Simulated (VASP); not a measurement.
CoO:

```xyz
2
Lattice="1.4954 0.8633 2.4236 -1.4954 0.8633 2.4236 0.0000 -1.7267 2.4236" Properties=species:S:1:pos:R:3 pbc="T T T"
Co    0.0000    0.0000    0.0000
O     0.0000    0.0000    3.6353
```

Base run:

```yaml
Program: VASP 6.6.1
Functional: PBE
Potentials_or_basis: VASP PAW PBE potentials, release 64 (Co, O)
Cutoff: 520 eV
k_mesh: 11 × 11 × 11
Occupations: fermi-dirac, width 0.05 eV
Spin: collinear spin, ferromagnetic start
Starting_moments: "[2.0, 0.0] μB"
```

Its results: pressure 2.9 GPa; net moment 2.83 μB per cell; site moments Co +2.50; O +0.28 μB.

The run is repeated on the same cell with these changes: functional from PBE to LDA; potentials or basis from VASP PAW PBE potentials, release 64 (Co, O) to VASP PAW LDA potentials, release 64 (Co, O). What comes out?

Pressure -18.0 GPa; net moment 2.53 μB per cell; site moments Co +2.23; O +0.24 μB.

Caveats: a cell with one magnetic atom can't hold antiferromagnetic order, which such compounds often take.
